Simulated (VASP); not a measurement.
# In4PtSe (Cmmm) in VASP: relaxation of cell and atoms with PBE

Aim: the relaxation of cell and atoms of In4PtSe with PBE.

All numbers are computed with VASP 6.6.1; they aren't measurements. Logs are shortened: lines on timing, memory, paths and dates and some standing lists are left out, and cuts for length are marked.

**1. The cell of the first run**

It takes space group Cmmm (No. 65, orthorhombic). The conventional cell has a = 6.002 Å, b = 7.343 Å, c = 7.704 Å, α = 90.00°, β = 90.00°, γ = 90.00°. Within 3.3 Å of In (site symmetry m) lie 1 Pt at 2.35 Å and 3 In at 2.36 to 3.27 Å and 1 Se at 3.22 Å. Within 3.1 Å of Pt (site symmetry mmm) lie 4 In at 2.35 Å and 2 Se at 3.00 Å. Within 4.0 Å of Se (site symmetry mmm) lie 4 Pt at 3.00 to 3.67 Å and 12 In at 3.22 to 3.81 Å.

The cell was generated, and may not be a known phase.

**2. Relaxation of cell and atoms, PBE**

Input file INCAR:

```
PREC = Accurate
ENCUT = 500
EDIFF = 1E-7
ISMEAR = 0
SIGMA = 0.2
LREAL = F
LASPH = T
NELM = 120
ALGO = Normal
ISIF = 3
LWAVE = F
LCHARG = F
GGA = PE
IBRION = 2
NSW = 36
EDIFFG = -0.08
GGA_COMPAT = F
NELMIN = 4
```

Input file KPOINTS:

```
Automatic mesh
0
Gamma
  4 4 2
```

Input file POSCAR:

```
In4PtSe
1.0
    3.0012081800     -3.6715040400      0.0000000000
    3.0012081800      3.6715040400      0.0000000000
    0.0000000000      0.0000000000      7.7039798600
In Pt Se
4 1 1
Direct
    0.1610152900      0.8389847100      0.2642529800
    0.8389847100      0.1610152900      0.2642529800
    0.1610152900      0.8389847100      0.7357470200
    0.8389847100      0.1610152900      0.7357470200
    0.0000000000      0.0000000000      0.0000000000
    0.5000000000      0.5000000000      0.0000000000
```

Potentials or basis: VASP PAW PBE potentials, release 64 (In_d, Pt, Se).

Run with:

```bash
$ cat potpaw_PBE.64/In_d/POTCAR potpaw_PBE.64/Pt/POTCAR potpaw_PBE.64/Se/POTCAR > POTCAR
$ mpirun -np 1 vasp_std > vasp.out
```

OUTCAR:

```text
PREC = Accurate
   ENCUT = 500
   EDIFF = 1E-7
   ISMEAR = 0
   LREAL = F
   LASPH = T
   NELM = 120
   ISIF = 3
   GGA = PE
   IBRION = 2
   NSW = 36
   EDIFFG = -0.08
   NELMIN = 4

 ion  position               nearest neighbor table
   1  0.161  0.839  0.264-   5 2.35   2 2.36   6 3.22   2 3.27   2 3.27   3 3.63
   2  0.839  0.161  0.264-   5 2.35   1 2.36   6 3.22   1 3.27   1 3.27   4 3.63
   3  0.161  0.839  0.736-   5 2.35   4 2.36   6 3.22   4 3.27   4 3.27   1 3.63
   4  0.839  0.161  0.736-   5 2.35   3 2.36   6 3.22   3 3.27   3 3.27   2 3.63
   5  0.000  0.000  0.000-   1 2.35   2 2.35   3 2.35   4 2.35   6 3.00   6 3.00
   6  0.500  0.500  0.000-   5 3.00   5 3.00   3 3.22   4 3.22   1 3.22   2 3.22

  LATTYP: Found a base centered orthorhombic cell.
 ALAT       =     6.0024163600
 B/A-ratio  =     1.2233420076
 C/A-ratio  =     1.2834797518

  Lattice vectors:

 A1 = (   3.0012081800,  -3.6715040400,   0.0000000000)
 A2 = (   3.0012081800,   3.6715040400,   0.0000000000)
 A3 = (   0.0000000000,   0.0000000000,   7.7039798600)

Analysis of symmetry for initial positions (statically):
=====================================================================
 Subroutine PRICEL returns:
 Original cell was already a primitive cell.

 Routine SETGRP: Setting up the symmetry group for a
 base centered orthorhombic supercell.

 Subroutine GETGRP returns: Found  8 space group operations
 (whereof  8 operations were pure point group operations)
 out of a pool of  8 trial point group operations.

The static configuration has the point symmetry D_2h.

Analysis of symmetry for dynamics (positions and initial velocities):
=====================================================================
 Subroutine PRICEL returns:
 Original cell was already a primitive cell.

 Routine SETGRP: Setting up the symmetry group for a
 base centered orthorhombic supercell.

 Subroutine GETGRP returns: Found  8 space group operations
 (whereof  8 operations were pure point group operations)
 out of a pool of  8 trial point group operations.

The dynamic configuration has the point symmetry D_2h.

 Subroutine INISYM returns: Found  8 space group operations
 (whereof  8 operations are pure point group operations),
 and found     1 'primitive' translations

----------------------------------------------------------------------------------------

                                     Primitive cell

  volume of cell :     169.7795

  direct lattice vectors                    reciprocal lattice vectors
     3.001208180 -3.671504040  0.000000000     0.166599573 -0.136183971  0.000000000
     3.001208180  3.671504040  0.000000000     0.166599573  0.136183971  0.000000000
     0.000000000  0.000000000  7.703979860     0.000000000  0.000000000  0.129803039

  length of vectors
     4.742066264  4.742066264  7.703979860     0.215177814  0.215177814  0.129803039

  position of ions in fractional coordinates (direct lattice)
     0.161015290  0.838984710  0.264252980
     0.838984710  0.161015290  0.264252980
     0.161015290  0.838984710  0.735747020
     0.838984710  0.161015290  0.735747020
     0.000000000  0.000000000  0.000000000
     0.500000000  0.500000000  0.000000000

  ion indices of the primitive-cell ions
   primitive index   ion index
                 1           1
                 2           2
                 3           3
                 4           4
                 5           5
                 6           6

----------------------------------------------------------------------------------------

 KPOINTS: Automatic mesh

Automatic generation of k-mesh.
 Grid dimensions read from file:
 generate k-points for:    4    4    2

 Generating k-lattice:

  Cartesian coordinates                     Fractional coordinates (reciprocal lattice)
     0.041649893 -0.034045993  0.000000000     0.250000000  0.000000000  0.000000000
     0.041649893  0.034045993  0.000000000     0.000000000  0.250000000  0.000000000
     0.000000000  0.000000000  0.064901520     0.000000000  0.000000000  0.500000000

  Length of vectors
     0.053794453  0.053794453  0.064901520

  Shift w.r.t. Gamma in fractional coordinates (k-lattice)
     0.000000000  0.000000000  0.000000000

 Subroutine IBZKPT returns following result:
 ===========================================

 Found     14 irreducible k-points:

 Following reciprocal coordinates:
            Coordinates               Weight
  0.000000  0.000000  0.000000      1.000000
  0.250000  0.000000  0.000000      4.000000
  0.500000  0.000000  0.000000      2.000000
  0.250000  0.250000  0.000000      2.000000
  0.500000  0.250000  0.000000      4.000000
 -0.250000  0.250000  0.000000      2.000000
  0.500000  0.500000  0.000000      1.000000
  0.000000  0.000000  0.500000      1.000000
  0.250000  0.000000  0.500000      4.000000
  0.500000  0.000000  0.500000      2.000000
  0.250000  0.250000  0.500000      2.000000
  0.500000  0.250000  0.500000      4.000000
 -0.250000  0.250000  0.500000      2.000000
  0.500000  0.500000  0.500000      1.000000
   k-points           NKPTS =     14   k-points in BZ     NKDIM =     14   number of bands    NBANDS=     40
   number of dos      NEDOS =    301   number of ions     NIONS =      6
   total plane-waves  NPLWV =  72576
   dimension x,y,z NGX =    36 NGY =   36 NGZ =   56
   dimension x,y,z NGXF=    72 NGYF=   72 NGZF=  112
   ions per type =               4   1   1
   NGX,Y,Z   is equivalent  to a cutoff of  12.62, 12.62, 12.08 a.u.
   NGXF,Y,Z  is equivalent  to a cutoff of  25.24, 25.24, 24.17 a.u.
 SYSTEM =  unknown system
   PREC   = accura    normal or accurate (medium, high low for compatibility)
   ISTART =      0    job   : 0-new  1-cont  2-samecut
   ICHARG =      2    charge: 1-file 2-atom 10-const
   ISPIN  =      1    spin polarized calculation?
   LNONCOLLINEAR =      F non collinear calculations
   LSORBIT =      F    spin-orbit coupling
   LASPH  =      T    aspherical Exc in radial PAW
   ENCUT  =  500.0 eV  36.75 Ry    6.06 a.u.   8.65  8.65 14.05*2*pi/ulx,y,z
   NELM   =    120;   NELMIN=  4; NELMDL= -5     # of ELM steps
   EDIFF  = 0.1E-06   stopping-criterion for ELM
   LREAL  =      F    real-space projection
   EDIFFG = -.8E-01   stopping-criterion for IOM
   NSW    =     36    number of steps for IOM
   IBRION =      2    ionic relax: 0-MD 1-quasi-New 2-CG
   NFREE  =      1    steps in history (QN), initial steepest desc. (CG)
   ISIF   =      3    stress and relaxation
   ISYM   =      2    0-nonsym 1-usesym 2-fastsym
   POTIM  = 0.5000    time-step for ionic-motion
   TEBEG  =    0.0;   TEEND  =   0.0 temperature during run
   PSTRESS=    0.0 pullay stress
   NELECT =      68.0000    total number of electrons
   NUPDOWN=      -1.0000    fix difference up-down
   EMIN   =  10.00;   EMAX   =-10.00  energy-range for DOS
   EFERMI =   0.00;   METHOD = LEGACY
   ISMEAR =     0;   SIGMA  =   0.20  broadening in eV -4-tet -1-fermi 0-gaus
   EFERMI_NEDOS =   21; number of points for ismear=-14 and -15
   IALGO  =     38    algorithm
   IMIX   =      4    mixing-type and parameters
     AMIX     =   0.40;   BMIX     =  1.00
     AMIX_MAG =   1.60;   BMIX_MAG =  1.00
  volume/ion in A,a.u.               =      28.30       190.95
  Fermi-wavevector in a.u.,A,eV,Ry     =   1.206746  2.280420 19.813309  1.456237
  Thomas-Fermi vector in A             =   2.342405
   LORBIT       =      0    0 simple, 1 ext, 2 COOP (PROOUT), +10 PAW based schemes
   GGA     = PE    functional components
   LHFCALC =     F    Hartree Fock is set to
   AEXX    =    0.0000 exact exchange contribution
   IVDW    =     0    specifies the selected vdW correction
   LEPSILON=     F    determine dielectric tensor
   LRPA    =     F    only Hartree local field effects (RPA)
 conjugate gradient relaxation of ions
 non-spin polarized calculation
 Gauss-broadening in eV      SIGMA  =   0.20
  energy-cutoff  :      500.00
  volume of cell :      169.78
 maximum number of plane-waves:      4332
 NGX is ok and might be reduce to    36
   NGX = 17   NGY = 17   NGZ = 29

--------------------------------------- Ionic step        1  -------------------------------------------

 number of electron      68.0000036 magnetization

 Free energy of the ion-electron system (eV)
  ---------------------------------------------------
  ext. energy  EPLUGINS =         0.00000000
  ---------------------------------------------------
  free energy    TOTEN  =       -14.02465689 eV

  energy without entropy =      -13.94069442  energy(sigma->0) =      -13.98267565

------------------------ aborting loop because EDIFF is reached ----------------------------------------

  FORCE on cell =-STRESS in cart. coord.  units (eV):
  Direction    XX          YY          ZZ          XY          YZ          ZX
  --------------------------------------------------------------------------------------
  -------------------------------------------------------------------------------------
  Total       -4.2822447     35.4740635     28.3035342      0.0000000      0.0000000      0.0000000
  in kB      -40.4107391    334.7620783    267.0951395      0.0000000      0.0000000      0.0000000
  external PRESSURE =     187.1488262 kB  Pullay stress =       0.0000000 kB
[... 101 lines left out ...]
  FREE ENERGIE OF THE ION-ELECTRON SYSTEM (eV)
  ---------------------------------------------------
  free  energy   TOTEN  =       -19.0072594885 eV

  energy  without entropy=      -18.9480662135  energy(sigma->0) =      -18.97766285

 E-fermi :   4.5342     XC(G=0):  -9.0535

 val. band max:        4.4617052849   @ k =   0.0000   0.0000   0.5000
 cond. band min:       4.6297600444   @ k =   0.5000   0.0000   0.0000
 fundamental gap:      0.1680547595
 Fermi energy:         4.5342061990

 k-point     1 :       0.0000    0.0000    0.0000
  band No.  band energies     occupation
      1     -10.1795      2.00000
      2     -10.1534      2.00000
      3     -10.0262      2.00000
      4      -9.9899      2.00000
      5      -9.9830      2.00000
      6      -9.9570      2.00000
[... 591 lines left out ...]
     39       6.1539      0.00000
     40       6.2352      0.00000

[... ionic steps 4 to 10 ...]

--------------------------------------- Ionic step       11  -------------------------------------------

 number of electron      68.0000010 magnetization

------------------------ aborting loop because EDIFF is reached ----------------------------------------

  FORCE on cell =-STRESS in cart. coord.  units (eV):
  Direction    XX          YY          ZZ          XY          YZ          ZX
  --------------------------------------------------------------------------------------
  -------------------------------------------------------------------------------------
  Total        1.8354054     -0.5879465     -2.3437954     -0.0000000      0.0000000      0.0000000
  in kB       16.5467447     -5.3005187    -21.1300369     -0.0000000      0.0000000      0.0000000
  external PRESSURE =      -3.2946036 kB  Pullay stress =       0.0000000 kB
[... 65 lines left out ...]
  energy  without entropy=      -19.7750552393  energy(sigma->0) =      -19.79343094

--------------------------------------- Ionic step       13  -------------------------------------------

 number of electron      68.0000015 magnetization

 Free energy of the ion-electron system (eV)
  ---------------------------------------------------
  ext. energy  EPLUGINS =         0.00000000
  ---------------------------------------------------
  free energy    TOTEN  =       -19.81853504 eV

  energy without entropy =      -19.77699335  energy(sigma->0) =      -19.79776420

 E-fermi :   5.0164     XC(G=0):  -9.2801

 val. band max:        4.8807963465   @ k =   0.2500   0.2500   0.0000
 cond. band min:       5.1213114461   @ k =   0.5000   0.5000   0.0000
 fundamental gap:      0.2405150995
 Fermi energy:         5.0163636691

 k-point     1 :       0.0000    0.0000    0.0000
  band No.  band energies     occupation
      1      -9.8156      2.00000
      2      -9.7402      2.00000
      3      -9.6055      2.00000
      4      -9.5212      2.00000
      5      -9.4942      2.00000
      6      -9.4889      2.00000
[... 624 lines left out ...]
  FREE ENERGIE OF THE ION-ELECTRON SYSTEM (eV)
  ---------------------------------------------------
  free  energy   TOTEN  =       -19.8185350406 eV

  energy  without entropy=      -19.7769933498  energy(sigma->0) =      -19.79776420

 reached required accuracy - stopping structural energy minimisation
```

Wall time 33 min (1 thread of Oxide Virtual Turin-like, shared host); peak memory 0.28 GiB.

What came out:

| Item | Value |
| --- | --- |
| Free energy | -19.8185 eV |
| Relaxed volume | 29.43 Å³/atom |
| Relaxed cell | a = 5.138 Å, b = 5.138 Å, c = 7.350 Å, α = 90.00°, β = 90.00°, γ = 114.48° |
| Space group after relaxing (to 0.1 Å) | Cmmm (No. 65) |
| Energy gained by relaxing | 965.6 meV/atom |
| Ionic steps | 13 |
| Pressure after relaxing | -0.3 GPa |
| Largest force after relaxing | 0.018 eV/Å |
| Band gap on the k mesh | zero (bands 34 and 35 overlap by 0.85 eV) |

Forces on the atoms (eV/Å):
```
In   0.000  0.005 -0.017
In   0.000 -0.005 -0.017
In   0.000  0.005  0.017
In   0.000 -0.005  0.017
Pt   0.000  0.000  0.000
Se   0.000  0.000  0.000
```

Step by step:
| step | energy change (eV) | largest force (eV/Å) | pressure (GPa) | volume (Å³) |
| --- | --- | --- | --- | --- |
| 1 | 0.0000 | 8.8342 | 18.71 | 169.78 |
| 2 | -2.7051 | 0.8252 | -5.46 | 258.64 |
| 3 | -4.9826 | 0.5120 | -4.38 | 206.94 |
| 4 | -5.0316 | 0.5217 | -3.98 | 204.41 |
| 5 | -5.0695 | 0.7289 | -2.82 | 198.61 |
| 6 | -5.0716 | 0.6777 | -3.02 | 199.51 |
| 7 | -5.4883 | 0.4856 | -1.28 | 185.64 |
| 8 | -5.6062 | 0.4797 | 0.67 | 176.22 |
| 9 | -5.6081 | 0.4911 | 1.13 | 174.47 |
| 10 | -5.6927 | 0.2349 | 0.33 | 176.12 |
| 11 | -5.7221 | 0.1610 | -0.33 | 177.72 |
| 12 | -5.7871 | 0.0519 | -0.37 | 176.93 |
| 13 | -5.7939 | 0.0178 | -0.33 | 176.56 |

Final structure:
```xyz
6
Lattice="2.7801 -4.3203 0.0000 2.7801 4.3203 0.0000 0.0000 0.0000 7.3498" Properties=species:S:1:pos:R:3 pbc="T T T"
In    2.7801    2.5747    2.0710
In    2.7801   -2.5747    2.0710
In    2.7801    2.5747    5.2788
In    2.7801   -2.5747    5.2788
Pt    0.0000    0.0000    7.3498
Se    2.7802    0.0000    7.3498
```

Caveat: the k points lie up to 0.43 Å⁻¹ apart in the final cell, too coarse for converged energies and pressures of a metal; spin-orbit coupling is left out, which moves the levels of the heavy elements.

The gap in the log of VASP goes by the Fermi energy; the results here count the filled bands.